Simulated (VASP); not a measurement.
# H (P4/mmm) in VASP: notebook

H is run at these levels: PBE, RPBE; tasks: single point.

All numbers are computed with VASP 6.6.1; they aren't measurements. Logs are shortened: lines on timing, memory, paths and dates and some standing lists are left out, and cuts for length are marked.

### 1 The cell of the first run

The structure is tetragonal, space group P4/mmm (No. 123). The conventional cell has a = 2.650 Å, b = 2.650 Å, c = 0.980 Å, α = 90.00°, β = 90.00°, γ = 90.00°. Within 1.3 Å of H (site symmetry 4/mmm) lie 2 H at 0.98 Å.

### 2 Single point, PBE

Contents of INCAR:

```
ALGO = Normal ; EDIFF = 1E-6
ENCUT = 500 ; GGA = PE
GGA_COMPAT = False ; ISIF = 2
ISMEAR = -1 ; LASPH = True
LCHARG = False ; LREAL = False
LWAVE = False ; NBANDS = 6
NELM = 120 ; PREC = Accurate
SIGMA = 0.06802846561497
```

Contents of KPOINTS:

```
k-points
0
Gamma
  8 8 22
```

Contents of POSCAR:

```
H
1.0
    2.6496387389      0.0000000000      0.0000000000
    0.0000000000      2.6496387389      0.0000000000
    0.0000000000      0.0000000000      0.9804929200
H
1
Direct
    0.0000000000      0.0000000000      0.5000000000
```

Potentials or basis: VASP PAW PBE potentials, release 64 (H).

Launch:

```console
> cat potpaw_PBE.64/H/POTCAR > POTCAR
> mpirun -np 1 vasp_std > vasp.out
```

OUTCAR:

```text
EDIFF = 1E-6
   ENCUT = 500
   GGA = PE
   ISIF = 2
   ISMEAR = -1
   LASPH = True
   LREAL = False
   NELM = 120
   PREC = Accurate

 ion  position               nearest neighbor table
   1  0.000  0.000  0.500-

  LATTYP: Found a simple tetragonal cell.
 ALAT       =     2.6496387389
 C/A-ratio  =     0.3700477750

  Lattice vectors:

 A1 = (   2.6496387389,   0.0000000000,   0.0000000000)
 A2 = (   0.0000000000,   2.6496387389,   0.0000000000)
 A3 = (   0.0000000000,   0.0000000000,   0.9804929200)

Analysis of symmetry for initial positions (statically):
=====================================================================
 Subroutine PRICEL returns:
 Original cell was already a primitive cell.

 Routine SETGRP: Setting up the symmetry group for a
 simple tetragonal supercell.

 Subroutine GETGRP returns: Found 16 space group operations
 (whereof 16 operations were pure point group operations)
 out of a pool of 16 trial point group operations.

The static configuration has the point symmetry D_4h.

Analysis of symmetry for dynamics (positions and initial velocities):
=====================================================================
 Subroutine PRICEL returns:
 Original cell was already a primitive cell.

 Routine SETGRP: Setting up the symmetry group for a
 simple tetragonal supercell.

 Subroutine GETGRP returns: Found 16 space group operations
 (whereof 16 operations were pure point group operations)
 out of a pool of 16 trial point group operations.

The dynamic configuration has the point symmetry D_4h.

 Subroutine INISYM returns: Found 16 space group operations
 (whereof 16 operations are pure point group operations),
 and found     1 'primitive' translations

----------------------------------------------------------------------------------------

                                     Primitive cell

  volume of cell :       6.8836

  direct lattice vectors                    reciprocal lattice vectors
     2.649638739  0.000000000  0.000000000     0.377409941  0.000000000  0.000000000
     0.000000000  2.649638739  0.000000000     0.000000000  0.377409941  0.000000000
     0.000000000  0.000000000  0.980492920     0.000000000  0.000000000  1.019895177

  length of vectors
     2.649638739  2.649638739  0.980492920     0.377409941  0.377409941  1.019895177

  position of ions in fractional coordinates (direct lattice)
     0.000000000  0.000000000  0.500000000

  ion indices of the primitive-cell ions
   primitive index   ion index
                 1           1

----------------------------------------------------------------------------------------

 KPOINTS: k-points

Automatic generation of k-mesh.
 Grid dimensions read from file:
 generate k-points for:    8    8   22

 Generating k-lattice:

  Cartesian coordinates                     Fractional coordinates (reciprocal lattice)
     0.047176243  0.000000000  0.000000000     0.125000000  0.000000000  0.000000000
     0.000000000  0.047176243  0.000000000     0.000000000  0.125000000  0.000000000
     0.000000000  0.000000000  0.046358872     0.000000000  0.000000000  0.045454545

  Length of vectors
     0.047176243  0.047176243  0.046358872

  Shift w.r.t. Gamma in fractional coordinates (k-lattice)
     0.000000000  0.000000000  0.000000000

 Subroutine IBZKPT returns following result:
 ===========================================

 Found    180 irreducible k-points:

 Following reciprocal coordinates:
            Coordinates               Weight
  0.000000  0.000000  0.000000      1.000000
  0.125000  0.000000  0.000000      4.000000
  0.250000  0.000000  0.000000      4.000000
  0.375000  0.000000  0.000000      4.000000
  0.500000  0.000000  0.000000      2.000000
  0.125000  0.125000  0.000000      4.000000
[... 16 lines left out ...]
  0.375000  0.125000  0.045455     16.000000
  0.500000  0.125000  0.045455      8.000000
 [... further k-points ...]
   k-points           NKPTS =    180   k-points in BZ     NKDIM =    180   number of bands    NBANDS=      6
   number of dos      NEDOS =    301   number of ions     NIONS =      1
   total plane-waves  NPLWV =   3200
   dimension x,y,z NGX =    20 NGY =   20 NGZ =    8
   dimension x,y,z NGXF=    40 NGYF=   40 NGZF=   16
   ions per type =               1
   NGX,Y,Z   is equivalent  to a cutoff of  12.55, 12.55, 13.56 a.u.
   NGXF,Y,Z  is equivalent  to a cutoff of  25.10, 25.10, 27.13 a.u.
 SYSTEM =  unknown system
   PREC   = accura    normal or accurate (medium, high low for compatibility)
   ISTART =      0    job   : 0-new  1-cont  2-samecut
   ICHARG =      2    charge: 1-file 2-atom 10-const
   ISPIN  =      1    spin polarized calculation?
   LNONCOLLINEAR =      F non collinear calculations
   LSORBIT =      F    spin-orbit coupling
   LASPH  =      T    aspherical Exc in radial PAW
   ENCUT  =  500.0 eV  36.75 Ry    6.06 a.u.   4.83  4.83  1.79*2*pi/ulx,y,z
   NELM   =    120;   NELMIN=  2; NELMDL= -5     # of ELM steps
   EDIFF  = 0.1E-05   stopping-criterion for ELM
   LREAL  =      F    real-space projection
   EDIFFG = 0.1E-04   stopping-criterion for IOM
   NSW    =      0    number of steps for IOM
   IBRION =     -1    ionic relax: 0-MD 1-quasi-New 2-CG
   NFREE  =      0    steps in history (QN), initial steepest desc. (CG)
   ISIF   =      2    stress and relaxation
   ISYM   =      2    0-nonsym 1-usesym 2-fastsym
   POTIM  = 0.5000    time-step for ionic-motion
   TEBEG  =    0.0;   TEEND  =   0.0 temperature during run
   PSTRESS=    0.0 pullay stress
   NELECT =       1.0000    total number of electrons
   NUPDOWN=      -1.0000    fix difference up-down
   EMIN   =  10.00;   EMAX   =-10.00  energy-range for DOS
   EFERMI =   0.00;   METHOD = LEGACY
   ISMEAR =    -1;   SIGMA  =   0.07  broadening in eV -4-tet -1-fermi 0-gaus
   EFERMI_NEDOS =   21; number of points for ismear=-14 and -15
   IALGO  =     38    algorithm
   IMIX   =      4    mixing-type and parameters
     AMIX     =   0.40;   BMIX     =  1.00
     AMIX_MAG =   1.60;   BMIX_MAG =  1.00
  volume/ion in A,a.u.               =       6.88        46.45
  Fermi-wavevector in a.u.,A,eV,Ry     =   0.860602  1.626302 10.076956  0.740635
  Thomas-Fermi vector in A             =   1.978131
   LORBIT       =      0    0 simple, 1 ext, 2 COOP (PROOUT), +10 PAW based schemes
   GGA     = PE    functional components
   LHFCALC =     F    Hartree Fock is set to
   AEXX    =    0.0000 exact exchange contribution
   IVDW    =     0    specifies the selected vdW correction
   LEPSILON=     F    determine dielectric tensor
   LRPA    =     F    only Hartree local field effects (RPA)
 non-spin polarized calculation
  energy-cutoff  :      500.00
  volume of cell :        6.88
 maximum number of plane-waves:       184
 NGX is ok and might be reduce to    20
   NGX =  9   NGY =  9   NGZ =  3

 number of electron       0.9999999 magnetization

 Free energy of the ion-electron system (eV)
  ---------------------------------------------------
  ext. energy  EPLUGINS =         0.00000000
  ---------------------------------------------------
  free energy    TOTEN  =        -3.02456336 eV

  energy without entropy =       -3.02455940  energy(sigma->0) =       -3.02456138

 E-fermi :  -1.4586     XC(G=0):  -6.8012

 val. band max:       -1.9322986324   @ k =   0.5000   0.5000   0.2273
 cond. band min:      -0.9803257301   @ k =   0.0000   0.0000   0.2727
 fundamental gap:      0.9519729022
 Fermi energy:        -1.4585705475

 k-point     1 :       0.0000    0.0000    0.0000
  band No.  band energies     occupation
      1     -12.4835      2.00000
      2       8.3984      0.00000
      3      14.2096      0.00000
      4      14.2096      0.00000
      5      17.2613      0.00000
      6      35.0562      0.00000

 k-point     2 :       0.1250    0.0000    0.0000
  band No.  band energies     occupation
      1     -12.3072      2.00000
      2       6.9511      0.00000
      3      13.5209      0.00000
      4      14.4966      0.00000
      5      20.4574      0.00000
      6      30.9379      0.00000

 k-point     3 :       0.2500    0.0000    0.0000
  band No.  band energies     occupation
      1     -11.8409      2.00000
      2       4.2447      0.00000
      3      13.7826      0.00000
      4      15.3203      0.00000
      5      26.0413      0.00000
      6      27.0461      0.00000

 k-point     4 :       0.3750    0.0000    0.0000
  band No.  band energies     occupation
      1     -11.3001      2.00000
      2       2.0876      0.00000
      3      14.5847      0.00000
      4      16.4853      0.00000
      5      24.0949      0.00000
      6      24.4789      0.00000

 k-point     5 :       0.5000    0.0000    0.0000
  band No.  band energies     occupation
      1     -11.0452      2.00000
      2       1.2690      0.00000
      3      15.0609      0.00000
      4      17.2053      0.00000
      5      22.9391      0.00000
      6      23.0965      0.00000
[... 136 lines left out ...]
 k-point    21 :       0.1250    0.1250    0.0455
  band No.  band energies     occupation
      1     -11.8134      2.00000
      2       6.7231      0.00000
      3      11.2201      0.00000
      4      17.9414      0.00000
      5      22.1782      0.00000
      6      26.8145      0.00000

 k-point    22 :       0.2500    0.1250    0.0455
  band No.  band energies     occupation
      1     -11.3559      2.00000
      2       4.7140      0.00000
      3      10.6289      0.00000
      4      19.7773      0.00000
      5      22.7902      0.00000
      6      26.9447      0.00000

 k-point    23 :       0.3750    0.1250    0.0455
  band No.  band energies     occupation
      1     -10.8265      2.00000
      2       2.6992      0.00000
      3      11.3653      0.00000
      4      19.6049      0.00000
      5      21.1928      0.00000
      6      30.2136      0.00000

 k-point    24 :       0.5000    0.1250    0.0455
  band No.  band energies     occupation
      1     -10.5786      2.00000
      2       1.9082      0.00000
      3      11.9180      0.00000
      4      18.3832      0.00000
      5      21.7729      0.00000
      6      28.9657      0.00000

 [... further k-points ...]
[... 5 lines left out ...]
  --------------------------------------------------------------------------------------
  -------------------------------------------------------------------------------------
  Total        0.0970799      0.0970799     -0.0129393      0.0000000      0.0000000      0.0000000
  in kB       22.5955074     22.5955074     -3.0116423      0.0000000      0.0000000      0.0000000
  external PRESSURE =      14.0597908 kB  Pullay stress =       0.0000000 kB

 VOLUME and BASIS-vectors are now :
 -----------------------------------------------------------------------------
  energy-cutoff  :      500.00
  volume of cell :        6.88
      direct lattice vectors                 reciprocal lattice vectors
     2.649638739  0.000000000  0.000000000     0.377409941  0.000000000  0.000000000
     0.000000000  2.649638739  0.000000000     0.000000000  0.377409941  0.000000000
     0.000000000  0.000000000  0.980492920     0.000000000  0.000000000  1.019895177

 POSITION                                       TOTAL-FORCE (eV/Angst)
 -----------------------------------------------------------------------------------
      0.00000      0.00000      0.49025         0.000000      0.000000      0.000000
 -----------------------------------------------------------------------------------
    total drift:                               -0.000000      0.000000      0.000000

  FREE ENERGIE OF THE ION-ELECTRON SYSTEM (eV)
  ---------------------------------------------------
  free  energy   TOTEN  =        -3.0245633593 eV

  energy  without entropy=       -3.0245594038  energy(sigma->0) =       -3.02456138
```

Wall time 2.7 s (1 thread of Intel Xeon Platinum 8481C at 2.70GHz (Sapphire Rapids), shared host); peak memory 0.1 GiB.

What came out:

| Property | Result |
| --- | --- |
| Free energy | -3.0246 eV |
| Pressure | 1.4 GPa |

### 3 Single point, RPBE

Contents of INCAR:

```
PREC = Accurate
ENCUT = 500
EDIFF = 1E-6
ISMEAR = -4
SIGMA = 0.1
LREAL = False
LASPH = True
NELM = 120
ALGO = Normal
ISIF = 2
LWAVE = False
LCHARG = False
GGA = RP
NBANDS = 6
GGA_COMPAT = False
```

Contents of KPOINTS:

```
regular mesh
0
Gamma
  8 8 22
```

POSCAR is that of step 2.

Potentials or basis: VASP PAW PBE potentials, release 64 (H).

Launch:

```console
> cat potpaw_PBE.64/H/POTCAR > POTCAR
> mpirun -np 1 vasp_std > vasp.out
```

Wall time 3.1 s (1 thread of Intel Xeon Platinum 8481C at 2.70GHz (Sapphire Rapids), shared host); peak memory 0.11 GiB.

The run converged. Its results:

```
Free energy : -2.9940 eV
Pressure    : 3.0 GPa
```

Stress tensor (GPa, compression positive):
```
2.70 0.00 0.00
0.00 2.70 0.00
0.00 0.00 3.48
```

Levels at points of the mesh, in eV from the Fermi level:
| k point | band 1 | band 2 | band 3 |
| --- | --- | --- | --- |
| (0.00, 0.00, 0.00) | -10.98 | 10.29 | 15.84 |
| (0.50, 0.00, 0.00) | -9.60 | 3.13 | 16.90 |
| (0.50, 0.50, 0.00) | -8.49 | 6.84 | 6.84 |
| (0.00, 0.00, 0.50) | 24.00 | 31.61 | 47.36 |
| (0.50, 0.00, 0.50) | 24.82 | 33.83 | 42.07 |
| (0.50, 0.50, 0.50) | 25.49 | 35.68 | 45.70 |

Caveat: the PAW data sets were made with another functional, which shifts forces and pressure a little.

### 4 Single point, PBE

Contents of INCAR:

```
SYSTEM = H
PREC = Accurate
ENCUT = 500
EDIFF = 1E-6
ISMEAR = -4
SIGMA = 0.1
LREAL = .FALSE.
LASPH = .TRUE.
NELM = 120
ALGO = Normal
ISIF = 2
LWAVE = .FALSE.
LCHARG = .FALSE.
GGA = PE
NBANDS = 6
GGA_COMPAT = .FALSE.
```

Contents of KPOINTS:

```
regular mesh
0
G
  8 8 22
  0 0 0
```

POSCAR is that of step 3.

Launch:

```console
> cat potpaw_PBE.64/H/POTCAR > POTCAR
> mpirun -np 1 vasp_std > vasp.out
```

It took 3.1 s on 1 thread of Intel Xeon Platinum 8481C at 2.70GHz (Sapphire Rapids), shared host; peak memory 0.11 GiB.

It converged, with:

```
Free energy : -2.9548 eV
Pressure    : 2.3 GPa
```

Stress tensor (GPa, compression positive):
```
1.16 0.00 0.00
0.00 1.16 0.00
0.00 0.00 4.45
```

Levels at points of the mesh, in eV from the Fermi level:
```csv
k point,band 1,band 2,band 3,band 4,band 5
"(0.00, 0.00, 0.00)",-11.03,9.85,15.67,15.67,18.71
"(0.50, 0.00, 0.00)",-9.60,2.72,16.51,18.66,24.39
"(0.50, 0.50, 0.00)",-8.45,6.53,6.53,10.04,38.47
"(0.00, 0.00, 0.50)",24.02,31.47,46.90,51.91,54.36
"(0.50, 0.00, 0.50)",24.88,33.78,41.67,42.01,54.02
"(0.50, 0.50, 0.50)",25.57,35.69,45.40,45.40,45.90
```

### 5 Summary

```tsv
level	smearing	gap on the mesh (eV)	pressure (GPa)
PBE	fermi-dirac 0.0680285 eV	none	1.4
RPBE	tetrahedron	none	3.0
PBE	tetrahedron	none	2.3
```

Alike in all rows: task single point; potentials or basis VASP PAW PBE potentials, release 64 (H); no spin polarisation; cell as given; k mesh 8 × 8 × 22; cutoff (eV) 500.

Every run on the cell as given and a fine mesh finds a metal. The pressure there spans 1.4 GPa (PBE) to 3.0 GPa (RPBE); a positive pressure means that this level wants a larger cell, a negative one a smaller.

Caveats: the PAW data sets were made with another functional, which shifts forces and pressure a little (some runs).

Absolute energies hang on the potentials; compare differences alone.
